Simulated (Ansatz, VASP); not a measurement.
## Two plane-wave programs on Ba

```
CELL_PARAMETERS angstrom
0.00000 3.90804 3.90804
3.90804 0.00000 3.90804
3.90804 3.90804 0.00000
ATOMIC_POSITIONS crystal
Ba 0.12500 0.12500 0.12500
Ba 0.87500 0.87500 0.87500
```

Alike in both runs: task single point; functional PBE; k mesh 8 × 8 × 8; occupations fermi-dirac, width 0.1 eV; no spin polarisation.

|  | VASP | Ansatz |
| --- | --- | --- |
| version | VASP 6.6.1 | Ansatz 0.2.0 |
| potentials or method | VASP PAW PBE potentials, release 64 (Ba_sv), cutoff 520 eV | plane waves (420 eV) with PAW, scalar-relativistic |
| valence electrons in the cell | 20 | 20 |

|  | VASP | Ansatz | Ansatz less VASP |
| --- | --- | --- | --- |
| pressure (GPa) | 0.0 | -0.3 | -0.32 |

Spin-orbit coupling is off throughout.
